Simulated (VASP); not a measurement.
# Si54C (a cell with a defect) in VASP: single point with PBE

Aim: the single point of Si54C (a cell with a defect) with PBE.

Program: VASP 6.6.1. These are calculated values, not measurements. Logs are shortened: lines on timing, memory, paths and dates and some standing lists are left out, and cuts for length are marked.

## Step 1: The cell of the first run

The cell holds a defect, 55 atoms: a = 11.604 Å, b = 11.604 Å, c = 11.604 Å, α = 60.00°, β = 60.00°, γ = 60.00°.

## Step 2: Single point, PBE (with an interstitial atom, then relaxed in part)

INCAR reads:

```
SYSTEM = Si54C
  PREC = Accurate
  ENCUT = 520
  EDIFF = 1E-6
  ISMEAR = 0
  SIGMA = 0.01
  LREAL = Auto
  LASPH = .True.
  NELM = 120
  ALGO = Normal
  ISIF = 2
  LWAVE = .False.
  LCHARG = .False.
  GGA = PE
  NBANDS = 143
  GGA_COMPAT = .False.
```

KPOINTS reads:

```
Automatic mesh
0
Gamma
  2 2 2
  0 0 0
```

POSCAR reads:

```
Si54C
1.0
   -8.2051406323      0.0000000000      8.2051406323
   -8.2051406323     -8.2051406323      0.0000000000
    0.0000000000     -8.2051406323      8.2051406323
Si C
54 1
Direct
    0.2494997877      0.9206004768      0.2490681148
    0.2472071010      0.5879233656      0.2504067589
    0.2466646603      0.2538629481      0.2535342267
    0.2626395247      0.9182257430      0.5572162016
    0.2509721405      0.5819310681      0.5817602820
    0.2472134570      0.2506341614      0.5876845754
    0.2186272538      0.9324507551      0.9323259245
    0.2626347249      0.5575843639      0.9178798531
    0.2495007450      0.2492140261      0.9203984862
    0.5815525886      0.9206020563      0.2490782486
    0.5823125214      0.5861928787      0.2499164682
    0.5797583747      0.2534677926      0.2532771834
    0.5762665944      0.9185550210      0.5897605991
    0.5860719709      0.5819330282      0.5817594572
    0.5823066415      0.2501106018      0.5860081780
    0.5832006984      0.9172600656      0.9170913729
    0.5762887618      0.5899108620      0.9183666661
    0.5816058482      0.2492195507      0.9204030051
    0.9094544718      0.9208434781      0.2609799871
    0.9151950043      0.5879302514      0.2504051140
    0.9142301158      0.2534657730      0.2532739450
    0.9161580258      0.9185575342      0.5897508122
    0.9133840354      0.5870637080      0.5868999683
    0.9151979709      0.2506380523      0.5876833486
    0.9173422794      0.9324778728      0.9323371711
    0.9161752522      0.5899002089      0.9183709300
    0.9094875359      0.2611367332      0.9206244630
    0.1640018324      0.1701639762      0.1699649749
    0.1592105965      0.8372391206      0.1770400175
    0.1648637458      0.5045511858      0.1664533458
    0.1648568890      0.1668009485      0.5042144645
    0.1655711447      0.8314503793      0.4956058549
    0.1635582935      0.5007912638      0.5005638453
    0.1592391611      0.1771728869      0.8370066800
    0.2074214710      0.7930965488      0.7927296439
    0.1655909053      0.4957575221      0.8312743843
    0.4965950790      0.1701680535      0.1699698417
    0.4990595430      0.8360923692      0.1665209313
    0.4967895470      0.5034425593      0.1682199387
    0.4967914924      0.1684070474      0.5032567730
    0.5080941917      0.8314520511      0.4956206728
    0.5006697230      0.4997941032      0.4996013893
    0.4990658619      0.1666922803      0.8359061120
    0.4797505526      0.8399474059      0.8397956153
    0.5081107204      0.4957657575      0.8312726055
    0.8294232812      0.1710418335      0.1708399442
    0.8272311098      0.8372413780      0.1770525561
    0.8322825258      0.5034422908      0.1682229000
    0.8322754369      0.1684085322      0.5032565548
    0.8268201880      0.8369136735      0.5101787866
    0.8358218226      0.5007939305      0.5005589864
    0.8272989173      0.1771958028      0.8370027086
    0.8412776201      0.8399393242      0.8397892111
    0.8268330679      0.5103168630      0.8367543078
    0.1003088520     -0.0999875894     -0.0998703471
```

Potentials or basis: VASP PAW PBE potentials, release 64 (Si, C).

The run is started by

```sh
$ cat potpaw_PBE.64/Si/POTCAR potpaw_PBE.64/C/POTCAR > POTCAR
$ mpirun -np 1 vasp_std > vasp.out
```

OUTCAR:

```text
SYSTEM = Si54C
   PREC = Accurate
   ENCUT = 520
   EDIFF = 1E-6
   ISMEAR = 0
   LREAL = Auto
   LASPH = .True.
   NELM = 120
   ISIF = 2
   GGA = PE

 ion  position               nearest neighbor table
   1  0.249  0.921  0.249-  29 2.33  32 2.34  38 2.36  28 2.36
   2  0.247  0.588  0.250-  29 2.36  39 2.36  30 2.37  33 2.37
   3  0.247  0.254  0.254-  37 2.37  28 2.37  31 2.38  30 2.38
   4  0.263  0.918  0.557-  35 2.28  32 2.34  41 2.34  31 2.37
   5  0.251  0.582  0.582-  36 2.36  32 2.36  42 2.37  33 2.37
   6  0.247  0.251  0.588-  34 2.36  40 2.36  31 2.37  33 2.37
   7  0.219  0.932  0.932-  55 1.83  29 2.33  34 2.33  44 2.48  35 2.88
   8  0.263  0.558  0.918-  35 2.28  36 2.34  45 2.34  30 2.37
   9  0.250  0.249  0.920-  34 2.33  36 2.34  43 2.36  28 2.36
  10  0.582  0.921  0.249-  47 2.33  41 2.34  38 2.36  37 2.36
  11  0.582  0.586  0.250-  42 2.37  38 2.37  39 2.37  48 2.37
  12  0.580  0.253  0.253-  46 2.37  37 2.37  39 2.37  40 2.37
  13  0.576  0.919  0.590-  40 2.37  41 2.37  44 2.37  50 2.37
[... 23 lines left out ...]
  37  0.497  0.170  0.170-  10 2.36  18 2.36  12 2.37   3 2.37
  38  0.499  0.836  0.167-  16 2.36   1 2.36  10 2.36  11 2.37
  39  0.497  0.503  0.168-   2 2.36  17 2.37  11 2.37  12 2.37
  40  0.497  0.168  0.503-   6 2.36  13 2.37  15 2.37  12 2.37
  41  0.508  0.831  0.496-   4 2.34  10 2.34  14 2.36  13 2.37
[... 11 lines left out ...]
  53  0.841  0.840  0.840-  22 2.37  26 2.37  16 2.45  25 2.48
  54  0.827  0.510  0.837-  27 2.36  23 2.37  26 2.37  17 2.37
  55  0.100  0.900  0.900-  35 1.76   7 1.83  25 1.83

  LATTYP: Found a face centered cubic cell.
 ALAT       =    16.4102812646

  Lattice vectors:

 A1 = (  -8.2051406323,   0.0000000000,   8.2051406323)
 A2 = (  -8.2051406323,  -8.2051406323,   0.0000000000)
 A3 = (   0.0000000000,  -8.2051406323,   8.2051406323)

Analysis of symmetry for initial positions (statically):
=====================================================================
 Subroutine PRICEL returns:
 Original cell was already a primitive cell.

 Routine SETGRP: Setting up the symmetry group for a
 face centered cubic supercell.

 Subroutine GETGRP returns: Found  1 space group operations
 (whereof  1 operations were pure point group operations)
 out of a pool of 48 trial point group operations.

The static configuration has the point symmetry C_1 .

Analysis of symmetry for dynamics (positions and initial velocities):
=====================================================================
 Subroutine PRICEL returns:
 Original cell was already a primitive cell.

 Routine SETGRP: Setting up the symmetry group for a
 face centered cubic supercell.

 Subroutine GETGRP returns: Found  1 space group operations
 (whereof  1 operations were pure point group operations)
 out of a pool of 48 trial point group operations.

The dynamic configuration has the point symmetry C_1 .

 Subroutine INISYM returns: Found  1 space group operations
 (whereof  1 operations are pure point group operations),
 and found     1 'primitive' translations

----------------------------------------------------------------------------------------

                                     Primitive cell

  volume of cell :    1104.8112

  direct lattice vectors                    reciprocal lattice vectors
    -8.205140632  0.000000000  8.205140632    -0.060937408  0.060937408  0.060937408
    -8.205140632 -8.205140632  0.000000000    -0.060937408 -0.060937408 -0.060937408
     0.000000000 -8.205140632  8.205140632     0.060937408 -0.060937408  0.060937408

  length of vectors
    11.603821163 11.603821163 11.603821163     0.105546686  0.105546686  0.105546686

  position of ions in fractional coordinates (direct lattice)
     0.249499788  0.920600477  0.249068115
     0.247207101  0.587923366  0.250406759
     0.246664660  0.253862948  0.253534227
     0.262639525  0.918225743  0.557216202
     0.250972140  0.581931068  0.581760282
     0.247213457  0.250634161  0.587684575
[... 47 lines left out ...]
     0.826833068  0.510316863  0.836754308
     0.100308852  0.900012411  0.900129653

  ion indices of the primitive-cell ions
   primitive index   ion index
                 1           1
                 2           2
                 3           3
                 4           4
                 5           5
                 6           6
[... 47 lines left out ...]
                54          54
                55          55

----------------------------------------------------------------------------------------

 KPOINTS: Automatic mesh

Automatic generation of k-mesh.
 Grid dimensions read from file:
 generate k-points for:    2    2    2

 Generating k-lattice:

  Cartesian coordinates                     Fractional coordinates (reciprocal lattice)
    -0.030468704  0.030468704  0.030468704     0.500000000  0.000000000  0.000000000
    -0.030468704 -0.030468704 -0.030468704     0.000000000  0.500000000  0.000000000
     0.030468704 -0.030468704  0.030468704     0.000000000  0.000000000  0.500000000

  Length of vectors
     0.052773343  0.052773343  0.052773343

  Shift w.r.t. Gamma in fractional coordinates (k-lattice)
     0.000000000  0.000000000  0.000000000

 Subroutine IBZKPT returns following result:
 ===========================================

 Found      8 irreducible k-points:

 Following reciprocal coordinates:
            Coordinates               Weight
  0.000000  0.000000  0.000000      1.000000
  0.500000  0.000000  0.000000      1.000000
  0.000000  0.500000  0.000000      1.000000
  0.000000  0.000000  0.500000      1.000000
  0.500000  0.500000  0.500000      1.000000
  0.500000  0.500000  0.000000      1.000000
  0.000000  0.500000  0.500000      1.000000
  0.500000  0.000000  0.500000      1.000000
   k-points           NKPTS =      8   k-points in BZ     NKDIM =      8   number of bands    NBANDS=    143
   number of dos      NEDOS =    301   number of ions     NIONS =     55
   total plane-waves  NPLWV = 729000
   dimension x,y,z NGX =    90 NGY =   90 NGZ =   90
   dimension x,y,z NGXF=   180 NGYF=  180 NGZF=  180
   ions per type =              54   1
   NGX,Y,Z   is equivalent  to a cutoff of  12.89, 12.89, 12.89 a.u.
   NGXF,Y,Z  is equivalent  to a cutoff of  25.79, 25.79, 25.79 a.u.
 SYSTEM =  Si54C
   PREC   = accura    normal or accurate (medium, high low for compatibility)
   ISTART =      0    job   : 0-new  1-cont  2-samecut
   ICHARG =      2    charge: 1-file 2-atom 10-const
   ISPIN  =      1    spin polarized calculation?
   LNONCOLLINEAR =      F non collinear calculations
   LSORBIT =      F    spin-orbit coupling
   LASPH  =      T    aspherical Exc in radial PAW
   ENCUT  =  520.0 eV  38.22 Ry    6.18 a.u.  21.58 21.58 21.58*2*pi/ulx,y,z
   NELM   =    120;   NELMIN=  2; NELMDL= -5     # of ELM steps
   EDIFF  = 0.1E-05   stopping-criterion for ELM
   LREAL  =      T    real-space projection
   EDIFFG = 0.1E-04   stopping-criterion for IOM
   NSW    =      0    number of steps for IOM
   IBRION =     -1    ionic relax: 0-MD 1-quasi-New 2-CG
   NFREE  =      0    steps in history (QN), initial steepest desc. (CG)
   ISIF   =      2    stress and relaxation
   ISYM   =      2    0-nonsym 1-usesym 2-fastsym
   POTIM  = 0.5000    time-step for ionic-motion
   TEBEG  =    0.0;   TEEND  =   0.0 temperature during run
   PSTRESS=    0.0 pullay stress
   NELECT =     220.0000    total number of electrons
   NUPDOWN=      -1.0000    fix difference up-down
   EMIN   =  10.00;   EMAX   =-10.00  energy-range for DOS
   EFERMI =   0.00;   METHOD = LEGACY
   ISMEAR =     0;   SIGMA  =   0.01  broadening in eV -4-tet -1-fermi 0-gaus
   EFERMI_NEDOS =   21; number of points for ismear=-14 and -15
   IALGO  =     38    algorithm
   IMIX   =      4    mixing-type and parameters
     AMIX     =   0.40;   BMIX     =  1.00
     AMIX_MAG =   1.60;   BMIX_MAG =  1.00
  volume/ion in A,a.u.               =      20.09       135.56
  Fermi-wavevector in a.u.,A,eV,Ry     =   0.955989  1.806558 12.434576  0.913916
  Thomas-Fermi vector in A             =   2.084877
   LORBIT       =      0    0 simple, 1 ext, 2 COOP (PROOUT), +10 PAW based schemes
   GGA     = PE    functional components
   LHFCALC =     F    Hartree Fock is set to
   AEXX    =    0.0000 exact exchange contribution
   IVDW    =     0    specifies the selected vdW correction
   LEPSILON=     F    determine dielectric tensor
   LRPA    =     F    only Hartree local field effects (RPA)
 non-spin polarized calculation
 Gauss-broadening in eV      SIGMA  =   0.01
  energy-cutoff  :      520.00
  volume of cell :     1104.81
 maximum number of plane-waves:     29794
 NGX is ok and might be reduce to    90
   NGX = 43   NGY = 43   NGZ = 43

 number of electron     219.9999998 magnetization

 Free energy of the ion-electron system (eV)
  ---------------------------------------------------
  ext. energy  EPLUGINS =         0.00000000
  ---------------------------------------------------
  free energy    TOTEN  =      -298.03411307 eV

  energy without entropy =     -298.03411307  energy(sigma->0) =     -298.03411307

 E-fermi :   6.0976     XC(G=0):  -9.3657

 val. band max:        6.0068620455   @ k =   0.0000   0.0000   0.0000
 cond. band min:       6.3049010170   @ k =   0.0000   0.5000   0.5000
 fundamental gap:      0.2980389715
 Fermi energy:         6.0975949898

 k-point     1 :       0.0000    0.0000    0.0000
  band No.  band energies     occupation
      1      -7.0901      2.00000
      2      -6.0111      2.00000
      3      -4.9663      2.00000
      4      -4.9073      2.00000
      5      -4.8881      2.00000
      6      -4.8214      2.00000
[... 989 lines left out ...]
    121       7.6930      0.00000
    122       8.0693      0.00000
 [bands above 122 left out]

------------------------ aborting loop because EDIFF is reached ----------------------------------------

  FORCE on cell =-STRESS in cart. coord.  units (eV):
  Direction    XX          YY          ZZ          XY          YZ          ZX
  --------------------------------------------------------------------------------------
  -------------------------------------------------------------------------------------
  Total        0.3420836     13.4083616      0.3464577      0.0033386     -0.0014835      3.8353754
  in kB        0.4960835     19.4445642      0.5024267      0.0048416     -0.0021514      5.5619923
  external PRESSURE =       6.8143581 kB  Pullay stress =       0.0000000 kB

 VOLUME and BASIS-vectors are now :
 -----------------------------------------------------------------------------
  energy-cutoff  :      520.00
  volume of cell :     1104.81
      direct lattice vectors                 reciprocal lattice vectors
    -8.205140632  0.000000000  8.205140632    -0.060937408  0.060937408  0.060937408
    -8.205140632 -8.205140632  0.000000000    -0.060937408 -0.060937408 -0.060937408
     0.000000000 -8.205140632  8.205140632     0.060937408 -0.060937408  0.060937408

 POSITION                                       TOTAL-FORCE (eV/Angst)
 -----------------------------------------------------------------------------------
     -9.60084     -9.59730      4.09082         0.002419      0.001188      0.000248
     -6.85236     -6.87862      4.08299        -0.000953      0.001103      0.000030
     -4.10690     -4.16327      4.10420         0.000166      0.000045      0.000213
     -9.68917    -12.10621      6.72703         0.003344     -0.002037      0.005027
     -6.83409     -9.54825      6.83269        -0.000709      0.000100     -0.000603
     -4.08491     -6.87852      6.85046        -0.000056      0.000924      0.001052
[... 47 lines left out ...]
    -10.97150    -11.05291     13.64997        -0.000794      0.001534     -0.001407
     -8.20778    -14.77042      8.20874        -0.005724     -0.001899      0.004725
 -----------------------------------------------------------------------------------
    total drift:                               -0.006145     -0.014066      0.005404

  FREE ENERGIE OF THE ION-ELECTRON SYSTEM (eV)
  ---------------------------------------------------
  free  energy   TOTEN  =      -298.0341130686 eV

  energy  without entropy=     -298.0341130686  energy(sigma->0) =     -298.03411307
```

Wall time 80 min (1 thread of Oxide Virtual Turin-like, shared host); peak memory 1.7 GiB.

What came out:

```yaml
Free_energy: -298.0341 eV
Pressure: 0.7 GPa
Largest_force: 0.009 eV/Å
Band_gap_on_the_k_mesh: zero (bands 110 and 111 overlap by 0.30 eV)
```

Forces in eV/Å, atoms in the order of the input:
```
Si   0.002  0.001  0.000
Si  -0.001  0.001  0.000
Si   0.000  0.000  0.000
Si   0.003 -0.002  0.005
Si  -0.001  0.000 -0.001
Si   0.000  0.001  0.001
Si   0.005 -0.002 -0.006
Si  -0.004  0.003 -0.002
Si  -0.001  0.000 -0.002
Si   0.000  0.000  0.002
Si   0.000  0.000  0.001
Si   0.000  0.002  0.000
Si   0.000  0.003 -0.002
Si   0.000  0.000  0.000
Si  -0.001  0.000  0.000
Si  -0.002 -0.009  0.002
Si   0.002  0.003  0.000
Si  -0.002 -0.001  0.000
Si   0.001  0.000  0.002
Si   0.000  0.002 -0.001
Si  -0.001  0.001  0.001
Si  -0.002  0.003  0.000
Si  -0.001  0.000  0.000
Si   0.002  0.002  0.000
Si  -0.004 -0.001  0.004
Si  -0.001  0.002  0.002
Si   0.000  0.000  0.000
Si   0.000 -0.002  0.000
Si  -0.001  0.001  0.000
Si   0.000  0.000 -0.001
Si   0.003  0.002  0.001
Si  -0.003 -0.001  0.000
Si   0.001 -0.001  0.000
Si  -0.001  0.000  0.001
Si   0.002  0.001  0.000
Si   0.000 -0.001  0.003
Si   0.000 -0.003  0.000
Si   0.000  0.000  0.000
Si   0.000 -0.001 -0.002
Si   0.002 -0.001  0.000
Si   0.000 -0.001 -0.003
Si   0.000  0.001  0.000
Si   0.000  0.000  0.000
Si   0.001  0.003 -0.001
Si   0.003 -0.001 -0.001
Si   0.001  0.000 -0.001
Si   0.000  0.001 -0.003
Si  -0.001 -0.002  0.000
Si   0.000 -0.001  0.000
Si  -0.001  0.001  0.000
Si   0.000 -0.001  0.001
Si   0.003 -0.001 -0.002
Si   0.000  0.002 -0.001
Si  -0.001  0.002 -0.001
C   -0.006 -0.002  0.005
```

Stress tensor (GPa, compression positive):
```
0.05 0.00 0.56
0.00 1.94 0.00
0.56 0.00 0.05
```

Caveat: the cell differs from its parent crystal (with an interstitial atom, then relaxed in part).

The gap in the log of VASP goes by the Fermi energy; the results here count the filled bands.